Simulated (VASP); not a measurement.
# InSb (Pm-3m) in VASP: single point with PBEsol

Aim: the single point of InSb with PBEsol.

Program: VASP 6.6.1. These are calculated values, not measurements. Logs are shortened: lines on timing, memory, paths and dates and some standing lists are left out, and cuts for length are marked.

## Step 1: The cell of the first run

It takes space group Pm-3m (No. 221, cubic). The conventional cell has a = 3.808 Å, b = 3.808 Å, c = 3.808 Å, α = 90.00°, β = 90.00°, γ = 90.00°. Within 4.3 Å of In (site symmetry m-3m) lie 8 Sb at 3.30 Å and 6 In at 3.81 Å. Sb (site symmetry m-3m) has 8 In at 3.30 Å and 6 Sb at 3.81 Å within 4.3 Å.

## Step 2: Single point, PBEsol

INCAR reads:

```
  PREC = Accurate
  ENCUT = 500
  EDIFF = 1E-6
  ISMEAR = 0
  SIGMA = 0.1
  LREAL = F
  LASPH = T
  NELM = 120
  ALGO = Normal
  ISIF = 2
  LWAVE = F
  LCHARG = F
  GGA = PS
  NBANDS = 16
  GGA_COMPAT = F
```

KPOINTS reads:

```
Automatic mesh
0
Gamma
  6 6 6
```

POSCAR reads:

```
InSb
1.0
    3.8076520000      0.0000000000      0.0000000000
    0.0000000000      3.8076520000      0.0000000000
    0.0000000000      0.0000000000      3.8076520000
In Sb
1 1
Direct
    0.0000000000      0.0000000000      0.0000000000
    0.5000000000      0.5000000000      0.5000000000
```

Potentials or basis: VASP PAW PBE potentials, release 64 (In_d, Sb).

Launch:

```console
cat potpaw_PBE.64/In_d/POTCAR potpaw_PBE.64/Sb/POTCAR > POTCAR
mpirun -np 1 vasp_std > vasp.out
```

OUTCAR:

```text
PREC = Accurate
   ENCUT = 500
   EDIFF = 1E-6
   ISMEAR = 0
   LREAL = F
   LASPH = T
   NELM = 120
   ISIF = 2
   GGA = PS

 ion  position               nearest neighbor table
   1  0.000  0.000  0.000-   2 3.30   2 3.30   2 3.30   2 3.30   2 3.30   2 3.30   2 3.30   2 3.30

   2  0.500  0.500  0.500-   1 3.30   1 3.30   1 3.30   1 3.30   1 3.30   1 3.30   1 3.30   1 3.30

  LATTYP: Found a simple cubic cell.
 ALAT       =     3.8076520000

  Lattice vectors:

 A1 = (   3.8076520000,   0.0000000000,   0.0000000000)
 A2 = (   0.0000000000,   3.8076520000,   0.0000000000)
 A3 = (   0.0000000000,   0.0000000000,   3.8076520000)

Analysis of symmetry for initial positions (statically):
=====================================================================
 Subroutine PRICEL returns:
 Original cell was already a primitive cell.

 Routine SETGRP: Setting up the symmetry group for a
 simple cubic supercell.

 Subroutine GETGRP returns: Found 48 space group operations
 (whereof 48 operations were pure point group operations)
 out of a pool of 48 trial point group operations.

The static configuration has the point symmetry O_h .

Analysis of symmetry for dynamics (positions and initial velocities):
=====================================================================
 Subroutine PRICEL returns:
 Original cell was already a primitive cell.

 Routine SETGRP: Setting up the symmetry group for a
 simple cubic supercell.

 Subroutine GETGRP returns: Found 48 space group operations
 (whereof 48 operations were pure point group operations)
 out of a pool of 48 trial point group operations.

The dynamic configuration has the point symmetry O_h .

 Subroutine INISYM returns: Found 48 space group operations
 (whereof 48 operations are pure point group operations),
 and found     1 'primitive' translations

----------------------------------------------------------------------------------------

                                     Primitive cell

  volume of cell :      55.2042

  direct lattice vectors                    reciprocal lattice vectors
     3.807652000  0.000000000  0.000000000     0.262629043  0.000000000  0.000000000
     0.000000000  3.807652000  0.000000000     0.000000000  0.262629043  0.000000000
     0.000000000  0.000000000  3.807652000     0.000000000  0.000000000  0.262629043

  length of vectors
     3.807652000  3.807652000  3.807652000     0.262629043  0.262629043  0.262629043

  position of ions in fractional coordinates (direct lattice)
     0.000000000  0.000000000  0.000000000
     0.500000000  0.500000000  0.500000000

  ion indices of the primitive-cell ions
   primitive index   ion index
                 1           1
                 2           2

----------------------------------------------------------------------------------------

 KPOINTS: Automatic mesh

Automatic generation of k-mesh.
 Grid dimensions read from file:
 generate k-points for:    6    6    6

 Generating k-lattice:

  Cartesian coordinates                     Fractional coordinates (reciprocal lattice)
     0.043771507  0.000000000  0.000000000     0.166666667  0.000000000  0.000000000
     0.000000000  0.043771507  0.000000000     0.000000000  0.166666667  0.000000000
     0.000000000  0.000000000  0.043771507     0.000000000  0.000000000  0.166666667

  Length of vectors
     0.043771507  0.043771507  0.043771507

  Shift w.r.t. Gamma in fractional coordinates (k-lattice)
     0.000000000  0.000000000  0.000000000

 Subroutine IBZKPT returns following result:
 ===========================================

 Found     20 irreducible k-points:

 Following reciprocal coordinates:
            Coordinates               Weight
  0.000000  0.000000  0.000000      1.000000
  0.166667  0.000000  0.000000      6.000000
  0.333333  0.000000  0.000000      6.000000
  0.500000  0.000000  0.000000      3.000000
  0.166667  0.166667  0.000000     12.000000
  0.333333  0.166667  0.000000     24.000000
[... 12 lines left out ...]
  0.500000  0.500000  0.333333      6.000000
  0.500000  0.500000  0.500000      1.000000
   k-points           NKPTS =     20   k-points in BZ     NKDIM =     20   number of bands    NBANDS=     16
   number of dos      NEDOS =    301   number of ions     NIONS =      2
   total plane-waves  NPLWV =  21952
   dimension x,y,z NGX =    28 NGY =   28 NGZ =   28
   dimension x,y,z NGXF=    56 NGYF=   56 NGZF=   56
   ions per type =               1   1
   NGX,Y,Z   is equivalent  to a cutoff of  12.23, 12.23, 12.23 a.u.
   NGXF,Y,Z  is equivalent  to a cutoff of  24.45, 24.45, 24.45 a.u.
 SYSTEM =  unknown system
   PREC   = accura    normal or accurate (medium, high low for compatibility)
   ISTART =      0    job   : 0-new  1-cont  2-samecut
   ICHARG =      2    charge: 1-file 2-atom 10-const
   ISPIN  =      1    spin polarized calculation?
   LNONCOLLINEAR =      F non collinear calculations
   LSORBIT =      F    spin-orbit coupling
   LASPH  =      T    aspherical Exc in radial PAW
   ENCUT  =  500.0 eV  36.75 Ry    6.06 a.u.   6.94  6.94  6.94*2*pi/ulx,y,z
   NELM   =    120;   NELMIN=  2; NELMDL= -5     # of ELM steps
   EDIFF  = 0.1E-05   stopping-criterion for ELM
   LREAL  =      F    real-space projection
   EDIFFG = 0.1E-04   stopping-criterion for IOM
   NSW    =      0    number of steps for IOM
   IBRION =     -1    ionic relax: 0-MD 1-quasi-New 2-CG
   NFREE  =      0    steps in history (QN), initial steepest desc. (CG)
   ISIF   =      2    stress and relaxation
   ISYM   =      2    0-nonsym 1-usesym 2-fastsym
   POTIM  = 0.5000    time-step for ionic-motion
   TEBEG  =    0.0;   TEEND  =   0.0 temperature during run
   PSTRESS=    0.0 pullay stress
   NELECT =      18.0000    total number of electrons
   NUPDOWN=      -1.0000    fix difference up-down
   EMIN   =  10.00;   EMAX   =-10.00  energy-range for DOS
   EFERMI =   0.00;   METHOD = LEGACY
   ISMEAR =     0;   SIGMA  =   0.10  broadening in eV -4-tet -1-fermi 0-gaus
   EFERMI_NEDOS =   21; number of points for ismear=-14 and -15
   IALGO  =     38    algorithm
   IMIX   =      4    mixing-type and parameters
     AMIX     =   0.40;   BMIX     =  1.00
     AMIX_MAG =   1.60;   BMIX_MAG =  1.00
  volume/ion in A,a.u.               =      27.60       186.27
  Fermi-wavevector in a.u.,A,eV,Ry     =   1.126787  2.129318 17.274616  1.269648
  Thomas-Fermi vector in A             =   2.263470
   LORBIT       =      0    0 simple, 1 ext, 2 COOP (PROOUT), +10 PAW based schemes
   GGA     = PS    functional components
   LHFCALC =     F    Hartree Fock is set to
   AEXX    =    0.0000 exact exchange contribution
   IVDW    =     0    specifies the selected vdW correction
   LEPSILON=     F    determine dielectric tensor
   LRPA    =     F    only Hartree local field effects (RPA)
 non-spin polarized calculation
 Gauss-broadening in eV      SIGMA  =   0.10
  energy-cutoff  :      500.00
  volume of cell :       55.20
 maximum number of plane-waves:      1418
 NGX is ok and might be reduce to    28
   NGX = 13   NGY = 13   NGZ = 13

 number of electron      17.9999988 magnetization

 Free energy of the ion-electron system (eV)
  ---------------------------------------------------
  ext. energy  EPLUGINS =         0.00000000
  ---------------------------------------------------
  free energy    TOTEN  =        -7.35204427 eV

  energy without entropy =       -7.34228503  energy(sigma->0) =       -7.34716465

 E-fermi :   7.2573     XC(G=0): -10.1888

 val. band max:        7.2513822671   @ k =   0.1667   0.0000   0.0000
 cond. band min:       7.3398436757   @ k =   0.5000   0.1667   0.1667
 fundamental gap:      0.0884614086
 Fermi energy:         7.2572850755

 k-point     1 :       0.0000    0.0000    0.0000
  band No.  band energies     occupation
      1      -7.1302      2.00000
      2      -7.1302      2.00000
      3      -7.0239      2.00000
      4      -7.0239      2.00000
      5      -7.0239      2.00000
      6      -4.0342      2.00000
[... 8 lines left out ...]
     15      15.4819      0.00000
     16      19.3643      0.00000

 k-point     2 :       0.1667    0.0000    0.0000
  band No.  band energies     occupation
      1      -7.1284      2.00000
      2      -7.1055      2.00000
      3      -7.0352      2.00000
      4      -7.0352      2.00000
      5      -7.0233      2.00000
      6      -3.7742      2.00000
[... 8 lines left out ...]
     15      14.3067      0.00000
     16      17.5783      0.00000

 k-point     3 :       0.3333    0.0000    0.0000
  band No.  band energies     occupation
      1      -7.1248      2.00000
      2      -7.0578      2.00000
      3      -7.0578      2.00000
      4      -7.0564      2.00000
      5      -7.0221      2.00000
      6      -3.0629      2.00000
[... 8 lines left out ...]
     15      15.4640      0.00000
     16      16.9086      0.00000

 k-point     4 :       0.5000    0.0000    0.0000
  band No.  band energies     occupation
      1      -7.1230      2.00000
      2      -7.0690      2.00000
      3      -7.0690      2.00000
      4      -7.0321      2.00000
      5      -7.0215      2.00000
      6      -2.4679      2.00000
[... 8 lines left out ...]
     15      14.3152      0.00000
     16      19.9765      0.00000
[... 248 lines left out ...]
 k-point    18 :       0.5000    0.3333    0.3333
  band No.  band energies     occupation
      1      -7.1247      2.00000
      2      -7.1097      2.00000
      3      -7.0929      2.00000
      4      -7.0022      2.00000
      5      -6.9754      2.00000
      6      -0.8987      2.00000
[... 8 lines left out ...]
     15      19.3557      0.00000
     16      20.2420      0.00000

 k-point    19 :       0.5000    0.5000    0.3333
  band No.  band energies     occupation
      1      -7.1358      2.00000
      2      -7.1075      2.00000
      3      -7.1075      2.00000
      4      -6.9882      2.00000
      5      -6.9601      2.00000
      6      -0.5968      2.00000
[... 8 lines left out ...]
     15      21.4699      0.00000
     16      21.4699      0.00000

 k-point    20 :       0.5000    0.5000    0.5000
  band No.  band energies     occupation
      1      -7.1240      2.00000
      2      -7.1240      2.00000
      3      -7.1240      2.00000
      4      -6.9595      2.00000
      5      -6.9595      2.00000
      6      -0.3766      2.00000
[... 8 lines left out ...]
     15      23.3242      0.00000
     16      23.7708      0.00000

------------------------ aborting loop because EDIFF is reached ----------------------------------------

  FORCE on cell =-STRESS in cart. coord.  units (eV):
  Direction    XX          YY          ZZ          XY          YZ          ZX
  --------------------------------------------------------------------------------------
  -------------------------------------------------------------------------------------
  Total       -1.0576070     -1.0576070     -1.0576070      0.0000000      0.0000000     -0.0000000
  in kB      -30.6946825    -30.6946825    -30.6946825      0.0000000      0.0000000     -0.0000000
  external PRESSURE =     -30.6946825 kB  Pullay stress =       0.0000000 kB

 VOLUME and BASIS-vectors are now :
 -----------------------------------------------------------------------------
  energy-cutoff  :      500.00
  volume of cell :       55.20
      direct lattice vectors                 reciprocal lattice vectors
     3.807652000  0.000000000  0.000000000     0.262629043  0.000000000  0.000000000
     0.000000000  3.807652000  0.000000000     0.000000000  0.262629043  0.000000000
     0.000000000  0.000000000  3.807652000     0.000000000  0.000000000  0.262629043

 POSITION                                       TOTAL-FORCE (eV/Angst)
 -----------------------------------------------------------------------------------
      0.00000      0.00000      0.00000         0.000000      0.000000      0.000000
      1.90383      1.90383      1.90383         0.000000      0.000000      0.000000
 -----------------------------------------------------------------------------------
    total drift:                               -0.000000      0.000000     -0.000000

  FREE ENERGIE OF THE ION-ELECTRON SYSTEM (eV)
  ---------------------------------------------------
  free  energy   TOTEN  =        -7.3520442726 eV

  energy  without entropy=       -7.3422850329  energy(sigma->0) =       -7.34716465
```

It took 6.8 s on 1 thread of AMD EPYC 9R45 (Zen 5), shared host; peak memory 0.13 GiB.

What came out:

```
Free energy            : -7.3520 eV
Pressure               : -3.1 GPa
Band gap on the k mesh : zero (band 9 reaches 8.49 eV, above the bottom of band 10 at 5.20 eV)
```

Levels at points of the mesh, in eV from the Fermi level:
| k point | band 5 | band 6 | band 7 | band 8 | band 9 | band 10 | band 11 | band 12 | band 13 | band 14 |
| --- | --- | --- | --- | --- | --- | --- | --- | --- | --- | --- |
| (0.00, 0.00, 0.00) | -14.28 | -11.29 | -2.18 | -0.60 | -0.60 | -0.60 | 4.11 | 4.11 | 8.22 | 8.22 |
| (0.50, 0.00, 0.00) | -14.28 | -9.73 | -6.98 | 1.23 | 1.23 | 2.19 | 2.47 | 3.85 | 3.85 | 5.61 |
| (0.50, 0.50, 0.00) | -14.22 | -8.36 | -4.28 | -4.28 | -4.21 | 1.89 | 5.58 | 5.66 | 5.66 | 7.10 |
| (0.50, 0.50, 0.50) | -14.22 | -7.63 | -2.43 | -2.06 | -2.06 | -2.06 | -0.35 | -0.35 | -0.35 | 16.07 |

Caveat: the PAW data sets were made with another functional, which shifts forces and pressure a little; spin-orbit coupling is left out, which moves the levels of the heavy elements.
